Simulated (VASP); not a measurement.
# Ag (Fm-3m) in VASP: further runs

Ag is run at these levels: PBE; tasks: single point.

All numbers are computed with VASP 6.6.1; they aren't measurements. Logs are shortened: lines on timing, memory, paths and dates and some standing lists are left out, and cuts for length are marked.

**1. The cell of the first run**

The structure is cubic, space group Fm-3m (No. 225). Conventional cell: a = 4.210 Å, b = 4.210 Å, c = 4.210 Å, α = 90.00°, β = 90.00°, γ = 90.00°. Within 3.9 Å of Ag (site symmetry m-3m) lie 12 Ag at 2.98 Å.

**2. Single point, PBE (equal strain along all axes, cell held: +1.5 %)**

Input file INCAR:

```
SYSTEM = Ag
PREC = Accurate
ENCUT = 520
EDIFF = 1E-6
ISMEAR = 0
SIGMA = 0.1
LREAL = .FALSE.
LASPH = .TRUE.
NELM = 60
ALGO = Fast
ISIF = 2
LWAVE = .FALSE.
LCHARG = .FALSE.
GGA = PE
NBANDS = 18
```

Input file KPOINTS:

```
regular mesh
0
G
  18 18 12
  0 0 0
```

Input file POSCAR:

```
Ag
1.0
    2.1048553494      2.1048553494      0.0000000000
   -2.1048553494      2.1048553494      0.0000000000
    0.0000000000      0.0000000000      4.2097106988
Ag
2
Direct
    0.0000000000      0.0000000000      0.0000000000
    0.5000000000      0.5000000000      0.5000000000
```

Potentials or basis: VASP PAW PBE potentials, release 64 (Ag).

On the command line:

```
$ cat potpaw_PBE.64/Ag/POTCAR > POTCAR
$ mpirun -np 1 vasp_std > vasp.out
```

OUTCAR:

```text
SYSTEM = Ag
   PREC = Accurate
   ENCUT = 520
   EDIFF = 1E-6
   ISMEAR = 0
   LREAL = .FALSE.
   LASPH = .TRUE.
   NELM = 60
   ISIF = 2
   GGA = PE

 ion  position               nearest neighbor table
   1  0.000  0.000  0.000-   2 2.98   2 2.98   2 2.98   2 2.98   2 2.98   2 2.98   2 2.98   2 2.98

   2  0.500  0.500  0.500-   1 2.98   1 2.98   1 2.98   1 2.98   1 2.98   1 2.98   1 2.98   1 2.98

  LATTYP: Found a simple tetragonal cell.
 ALAT       =     2.9767149820
 C/A-ratio  =     1.4142135624

  Lattice vectors:

 A1 = (   2.1048553494,   2.1048553494,   0.0000000000)
 A2 = (  -2.1048553494,   2.1048553494,   0.0000000000)
 A3 = (   0.0000000000,   0.0000000000,   4.2097106988)

Analysis of symmetry for initial positions (statically):
=====================================================================
 Subroutine PRICEL returns following result:

  LATTYP: Found a face centered cubic cell.
 ALAT       =     4.2097106988

  Lattice vectors:

 A1 = (   0.0000000000,  -2.1048553494,  -2.1048553494)
 A2 = (   2.1048553494,   0.0000000000,  -2.1048553494)
 A3 = (   2.1048553494,  -2.1048553494,  -0.0000000000)

   2 primitive cells build up your supercell.

 Routine SETGRP: Setting up the symmetry group for a
 simple tetragonal supercell.

 Subroutine GETGRP returns: Found 16 space group operations
 (whereof 16 operations were pure point group operations)
 out of a pool of 16 trial point group operations.

The static configuration has the point symmetry D_4h.

Analysis of symmetry for dynamics (positions and initial velocities):
=====================================================================
 Subroutine PRICEL returns following result:

  LATTYP: Found a face centered cubic cell.
 ALAT       =     4.2097106988

  Lattice vectors:

 A1 = (   0.0000000000,  -2.1048553494,  -2.1048553494)
 A2 = (   2.1048553494,   0.0000000000,  -2.1048553494)
 A3 = (   2.1048553494,  -2.1048553494,  -0.0000000000)

   2 primitive cells build up your supercell.

 Routine SETGRP: Setting up the symmetry group for a
 simple tetragonal supercell.

 Subroutine GETGRP returns: Found 16 space group operations
 (whereof 16 operations were pure point group operations)
 out of a pool of 16 trial point group operations.

The dynamic configuration has the point symmetry D_4h.

 Subroutine INISYM returns: Found 16 space group operations
 (whereof 16 operations are pure point group operations),
 and found     2 'primitive' translations

----------------------------------------------------------------------------------------

                                     Primitive cell

  volume of cell :      18.6508

  direct lattice vectors                    reciprocal lattice vectors
     0.000000000 -2.104855349 -2.104855349    -0.237546015 -0.237546015 -0.237546015
     2.104855349  0.000000000 -2.104855349     0.237546015  0.237546015 -0.237546015
     2.104855349 -2.104855349 -0.000000000     0.237546015 -0.237546015  0.237546015

  length of vectors
     2.976714982  2.976714982  2.976714982     0.411441767  0.411441767  0.411441767

  position of ions in fractional coordinates (direct lattice)
     0.000000000  0.000000000  0.000000000

  ion indices of the primitive-cell ions
   primitive index   ion index
                 1           1

----------------------------------------------------------------------------------------

 KPOINTS: regular mesh

Automatic generation of k-mesh.
 Grid dimensions read from file:
 generate k-points for:   18   18   12

 Generating k-lattice:

  Cartesian coordinates                     Fractional coordinates (reciprocal lattice)
     0.013197001  0.013197001  0.000000000     0.055555556  0.000000000  0.000000000
    -0.013197001  0.013197001  0.000000000     0.000000000  0.055555556  0.000000000
     0.000000000  0.000000000  0.019795501     0.000000000  0.000000000  0.083333333

  Length of vectors
     0.018663378  0.018663378  0.019795501

  Shift w.r.t. Gamma in fractional coordinates (k-lattice)
     0.000000000  0.000000000  0.000000000

 Subroutine IBZKPT returns following result:
 ===========================================

 Found    385 irreducible k-points:

 Following reciprocal coordinates:
            Coordinates               Weight
  0.000000  0.000000  0.000000      1.000000
  0.055556  0.000000  0.000000      4.000000
  0.111111  0.000000  0.000000      4.000000
  0.166667  0.000000  0.000000      4.000000
  0.222222  0.000000  0.000000      4.000000
  0.277778  0.000000  0.000000      4.000000
[... 16 lines left out ...]
  0.277778  0.111111  0.000000      8.000000
  0.333333  0.111111  0.000000      8.000000
 [... further k-points ...]
   k-points           NKPTS =    385   k-points in BZ     NKDIM =    385   number of bands    NBANDS=     18
   number of dos      NEDOS =    301   number of ions     NIONS =      2
   total plane-waves  NPLWV =  18432
   dimension x,y,z NGX =    24 NGY =   24 NGZ =   32
   dimension x,y,z NGXF=    48 NGYF=   48 NGZF=   64
   ions per type =               2
   NGX,Y,Z   is equivalent  to a cutoff of  13.40, 13.40, 12.64 a.u.
   NGXF,Y,Z  is equivalent  to a cutoff of  26.81, 26.81, 25.27 a.u.
 SYSTEM =  Ag
   PREC   = accura    normal or accurate (medium, high low for compatibility)
   ISTART =      0    job   : 0-new  1-cont  2-samecut
   ICHARG =      2    charge: 1-file 2-atom 10-const
   ISPIN  =      1    spin polarized calculation?
   LNONCOLLINEAR =      F non collinear calculations
   LSORBIT =      F    spin-orbit coupling
   LASPH  =      T    aspherical Exc in radial PAW
   ENCUT  =  520.0 eV  38.22 Ry    6.18 a.u.   5.53  5.53  7.83*2*pi/ulx,y,z
   NELM   =     60;   NELMIN=  2; NELMDL= -5     # of ELM steps
   EDIFF  = 0.1E-05   stopping-criterion for ELM
   LREAL  =      F    real-space projection
   EDIFFG = 0.1E-04   stopping-criterion for IOM
   NSW    =      0    number of steps for IOM
   IBRION =     -1    ionic relax: 0-MD 1-quasi-New 2-CG
   NFREE  =      0    steps in history (QN), initial steepest desc. (CG)
   ISIF   =      2    stress and relaxation
   ISYM   =      2    0-nonsym 1-usesym 2-fastsym
   POTIM  = 0.5000    time-step for ionic-motion
   TEBEG  =    0.0;   TEEND  =   0.0 temperature during run
   PSTRESS=    0.0 pullay stress
   NELECT =      22.0000    total number of electrons
   NUPDOWN=      -1.0000    fix difference up-down
   EMIN   =  10.00;   EMAX   =-10.00  energy-range for DOS
   EFERMI =   0.00;   METHOD = LEGACY
   ISMEAR =     0;   SIGMA  =   0.10  broadening in eV -4-tet -1-fermi 0-gaus
   EFERMI_NEDOS =   21; number of points for ismear=-14 and -15
   IALGO  =     68    algorithm
   IMIX   =      4    mixing-type and parameters
     AMIX     =   0.40;   BMIX     =  1.00
     AMIX_MAG =   1.60;   BMIX_MAG =  1.00
  volume/ion in A,a.u.               =      18.65       125.86
  Fermi-wavevector in a.u.,A,eV,Ry     =   1.372904  2.594412 25.645147  1.884865
  Thomas-Fermi vector in A             =   2.498469
   LORBIT       =      0    0 simple, 1 ext, 2 COOP (PROOUT), +10 PAW based schemes
   GGA     = PE    functional components
   LHFCALC =     F    Hartree Fock is set to
   AEXX    =    0.0000 exact exchange contribution
   IVDW    =     0    specifies the selected vdW correction
   LEPSILON=     F    determine dielectric tensor
   LRPA    =     F    only Hartree local field effects (RPA)
 non-spin polarized calculation
 RMM-DIIS sequential band-by-band and
 Gauss-broadening in eV      SIGMA  =   0.10
  energy-cutoff  :      520.00
  volume of cell :       37.30
 maximum number of plane-waves:      1032
 NGX is ok and might be reduce to    24
   NGX = 11   NGY = 11   NGZ = 15

 number of electron      22.0000007 magnetization

 Free energy of the ion-electron system (eV)
  ---------------------------------------------------
  ext. energy  EPLUGINS =         0.00000000
  ---------------------------------------------------
  free energy    TOTEN  =        -5.41946427 eV

  energy without entropy =       -5.41706601  energy(sigma->0) =       -5.41826514

 E-fermi :   7.2753     XC(G=0): -11.6820

 val. band max:        7.2670504085   @ k =   0.5000   0.2222   0.0000
 cond. band min:       7.2938237242   @ k =   0.2778   0.0000   0.3333
 fundamental gap:      0.0267733157
 Fermi energy:         7.2753489035

 k-point     1 :       0.0000    0.0000    0.0000
  band No.  band energies     occupation
      1       0.1123      2.00000
      2       1.3544      2.00000
      3       1.4643      2.00000
      4       2.7425      2.00000
      5       2.7425      2.00000
      6       2.7434      2.00000
[... 10 lines left out ...]
     17      23.3650      0.00000
     18      23.3961      0.00000

 k-point     2 :       0.0556    0.0000    0.0000
  band No.  band energies     occupation
      1       0.1724      2.00000
      2       1.3834      2.00000
      3       1.4923      2.00000
      4       2.7275      2.00000
      5       2.7563      2.00000
      6       2.7635      2.00000
[... 10 lines left out ...]
     17      23.3695      0.00000
     18      23.9541      0.00000

 k-point     3 :       0.1111    0.0000    0.0000
  band No.  band energies     occupation
      1       0.3496      2.00000
      2       1.4553      2.00000
      3       1.5868      2.00000
      4       2.6850      2.00000
      5       2.7973      2.00000
      6       2.8195      2.00000
[... 10 lines left out ...]
     17      23.3311      0.00000
     18      24.4340      0.00000

 k-point     4 :       0.1667    0.0000    0.0000
  band No.  band energies     occupation
      1       0.6323      2.00000
      2       1.5483      2.00000
      3       1.7554      2.00000
      4       2.6224      2.00000
      5       2.8642      2.00000
      6       2.8968      2.00000
[... 375 lines left out ...]
      4       2.4112      2.00000
      5       3.0351      2.00000
      6       3.0938      2.00000
[... 10 lines left out ...]
     17      21.9562      0.00000
     18      24.4752      0.00000

 k-point    23 :       0.2778    0.1111    0.0000
  band No.  band energies     occupation
      1       1.5683      2.00000
      2       1.9189      2.00000
      3       2.2477      2.00000
      4       2.3335      2.00000
      5       2.9858      2.00000
      6       2.9891      2.00000
[... 10 lines left out ...]
     17      20.8220      0.00000
     18      24.6896      0.00000

 k-point    24 :       0.3333    0.1111    0.0000
  band No.  band energies     occupation
      1       1.9082      2.00000
      2       2.0575      2.00000
      3       2.2735      2.00000
      4       2.4268      2.00000
      5       2.7435      2.00000
      6       2.8914      2.00000
[... 10 lines left out ...]
     17      19.6271      0.00000
     18      23.8031      0.00000

 [... further k-points ...]

------------------------ aborting loop because EDIFF is reached ----------------------------------------

  FORCE on cell =-STRESS in cart. coord.  units (eV):
  Direction    XX          YY          ZZ          XY          YZ          ZX
  --------------------------------------------------------------------------------------
  -------------------------------------------------------------------------------------
  Total       -0.8086533     -0.8086533     -0.8623609      0.0000000      0.0000000     -0.0000000
  in kB      -34.7333129    -34.7333129    -37.0401614      0.0000000      0.0000000     -0.0000000
  external PRESSURE =     -35.5022624 kB  Pullay stress =       0.0000000 kB

 VOLUME and BASIS-vectors are now :
 -----------------------------------------------------------------------------
  energy-cutoff  :      520.00
  volume of cell :       37.30
      direct lattice vectors                 reciprocal lattice vectors
     2.104855349  2.104855349  0.000000000     0.237546015  0.237546015  0.000000000
    -2.104855349  2.104855349  0.000000000    -0.237546015  0.237546015  0.000000000
     0.000000000  0.000000000  4.209710699     0.000000000  0.000000000  0.237546015

 POSITION                                       TOTAL-FORCE (eV/Angst)
 -----------------------------------------------------------------------------------
      0.00000      0.00000      0.00000         0.000000     -0.000000     -0.000000
      0.00000      2.10486      2.10486        -0.000000      0.000000      0.000000
 -----------------------------------------------------------------------------------
    total drift:                               -0.000000      0.000000     -0.000000

  FREE ENERGIE OF THE ION-ELECTRON SYSTEM (eV)
  ---------------------------------------------------
  free  energy   TOTEN  =        -5.4194642722 eV

  energy  without entropy=       -5.4170660112  energy(sigma->0) =       -5.41826514
```

Wall time 2.4 min (1 thread of Intel Xeon Platinum 8375C at 2.90GHz (Ice Lake), shared host); peak memory 0.31 GiB.

What came out:

```
Free energy            : -5.4195 eV
Pressure               : -3.6 GPa
Band gap on the k mesh : zero (bands 11 and 12 overlap by 8.93 eV)
```

Caveat: the cell differs from its parent crystal (equal strain along all axes, cell held: +1.5 %); the cell stands under tension.

**3. Single point, PBE (equal strain along all axes, cell held: +3.0 %)**

Input file INCAR:

```
SYSTEM = Ag
PREC     = Accurate       ! precision mode
ENCUT    = 520            ! plane-wave cutoff, eV
EDIFF    = 1E-6           ! SCF threshold, eV
ISMEAR   = 0              ! smearing method
SIGMA    = 0.1            ! smearing width, eV
LREAL    = .False.        ! projectors in reciprocal space
LASPH    = .True.         ! aspherical terms in the spheres
NELM     = 80             ! most SCF steps
ALGO     = Fast           ! electronic algorithm
ISIF     = 2              ! what is computed and relaxed
LWAVE    = .False.        ! write WAVECAR
LCHARG   = .False.        ! write CHGCAR
GGA      = PE             ! functional
NBANDS   = 18             ! bands
```

Input file KPOINTS:

```
Automatic mesh
0
Gamma
  18 18 12
  0 0 0
```

Input file POSCAR:

```
Ag
1.0
    2.1359615861      2.1359615861      0.0000000000
   -2.1359615861      2.1359615861      0.0000000000
    0.0000000000      0.0000000000      4.2719231722
Ag
2
Direct
    0.0000000000      0.0000000000      0.0000000000
    0.5000000000      0.5000000000      0.5000000000
```

Potentials or basis: VASP PAW PBE potentials, release 64 (Ag).

On the command line:

```
$ cat potpaw_PBE.64/Ag/POTCAR > POTCAR
$ mpirun -np 1 vasp_std > vasp.out
```

Wall time 2.3 min (1 thread of Intel Xeon Platinum 8375C at 2.90GHz (Ice Lake), shared host); peak memory 0.32 GiB.

Results (log left out):

| Property | Result |
| --- | --- |
| Free energy | -5.3677 eV |
| Pressure | -6.2 GPa |
| Band gap on the k mesh | zero (bands 11 and 12 overlap by 8.74 eV) |

Levels at points of the mesh, in eV from the Fermi level:
```csv
k point,band 8,band 9,band 10,band 11,band 12,band 13,band 14,band 15
"(0.00, 0.00, 0.00)",-3.59,-2.99,-2.80,-2.80,1.69,5.73,9.96,9.96
"(0.50, 0.00, 0.00)",-3.88,-3.58,-3.58,-0.66,-0.66,8.40,8.40,8.43
"(0.50, 0.50, 0.00)",-2.80,-2.80,-2.80,1.69,1.69,5.73,5.73,9.96
"(0.00, 0.00, 0.50)",-3.71,-3.49,-3.49,-3.30,-3.30,13.44,13.44,13.44
"(0.50, 0.00, 0.50)",-2.97,-2.97,-2.97,-0.09,-0.09,2.88,2.88,14.86
"(0.50, 0.50, 0.50)",-3.57,-2.80,-2.80,5.44,5.44,5.44,5.44,6.05
```

Caveat: the cell differs from its parent crystal (equal strain along all axes, cell held: +3.0 %); the cell stands under tension.

**4. Single point, PBE (equal strain along all axes, cell held: +4.5 %)**

Input file INCAR:

```
ALGO = Fast ; EDIFF = 1E-7
ENCUT = 520 ; GGA = PE
ISIF = 2 ; ISMEAR = 0
LASPH = True ; LCHARG = True
LELF = True ; LREAL = False
LVHAR = True ; LWAVE = False
NBANDS = 18 ; NELM = 100
PREC = Accurate ; SIGMA = 0.1
```

Input file KPOINTS:

```
k-points
0
Gamma
  18 18 12
```

Input file POSCAR:

```
Ag
1.0
    2.1670678228      2.1670678228      0.0000000000
   -2.1670678228      2.1670678228      0.0000000000
    0.0000000000      0.0000000000      4.3341356455
Ag
2
Direct
    0.0000000000      0.0000000000      0.0000000000
    0.5000000000      0.5000000000      0.5000000000
```

On the command line:

```
$ cat potpaw_PBE.64/Ag/POTCAR > POTCAR
$ mpirun -np 1 vasp_std > vasp.out
```

It took 4.2 min on 1 thread of Intel Xeon 8259CL, shared host; peak memory 0.33 GiB.

The run converged. Its results:

```
Free energy            : -5.2898 eV
Pressure               : -8.2 GPa
Band gap on the k mesh : zero (bands 11 and 12 overlap by 8.56 eV)
```

Levels at points of the mesh, in eV from the Fermi level:
| k point | band 7 | band 8 | band 9 | band 10 | band 11 | band 12 | band 13 | band 14 | band 15 | band 16 |
| --- | --- | --- | --- | --- | --- | --- | --- | --- | --- | --- |
| (0.00, 0.00, 0.00) | -3.54 | -3.54 | -2.99 | -2.81 | -2.81 | 1.72 | 5.43 | 9.73 | 9.73 | 15.04 |
| (0.50, 0.00, 0.00) | -3.80 | -3.80 | -3.53 | -3.53 | -0.69 | -0.69 | 8.14 | 8.14 | 8.15 | 8.15 |
| (0.50, 0.50, 0.00) | -2.81 | -2.81 | -2.81 | -2.81 | 1.72 | 1.72 | 5.43 | 5.43 | 9.73 | 9.73 |
| (0.00, 0.00, 0.50) | -3.65 | -3.65 | -3.39 | -3.39 | -3.27 | -3.27 | 13.07 | 13.07 | 13.07 | 13.07 |
| (0.50, 0.00, 0.50) | -2.96 | -2.96 | -2.96 | -2.96 | 0.01 | 0.01 | 2.68 | 2.68 | 14.71 | 14.71 |
| (0.50, 0.50, 0.50) | -3.52 | -3.52 | -2.81 | -2.81 | 5.29 | 5.29 | 5.29 | 5.29 | 5.77 | 5.77 |

Caveat: the cell differs from its parent crystal (equal strain along all axes, cell held: +4.5 %); the cell stands under tension.

**5. The runs side by side**

| cell | further INCAR settings | gap on the mesh (eV) | pressure (GPa) |
| --- | --- | --- | --- |
| a = 2.977, b = 2.977, c = 4.210 Å, 2 atoms | ALGO = Fast; EDIFF = 1e-06; NBANDS = 18 | none | -3.6 |
| a = 3.021, b = 3.021, c = 4.272 Å, 2 atoms | ALGO = Fast; EDIFF = 1e-06; NBANDS = 18 | none | -6.2 |
| a = 3.065, b = 3.065, c = 4.334 Å, 2 atoms | ALGO = Fast; EDIFF = 1e-07; NBANDS = 18 | none | -8.2 |

Alike in all rows: task single point; level PBE; potentials or basis VASP PAW PBE potentials, release 64 (Ag); no spin polarisation; k mesh 18 × 18 × 12; cutoff (eV) 520; smearing gaussian 0.1 eV.

Caveats: the cell stands under tension.

Total energies depend on the potentials used, so only differences within one code and one set of settings carry meaning.

The gap in the log of VASP goes by the Fermi energy; the results here count the filled bands.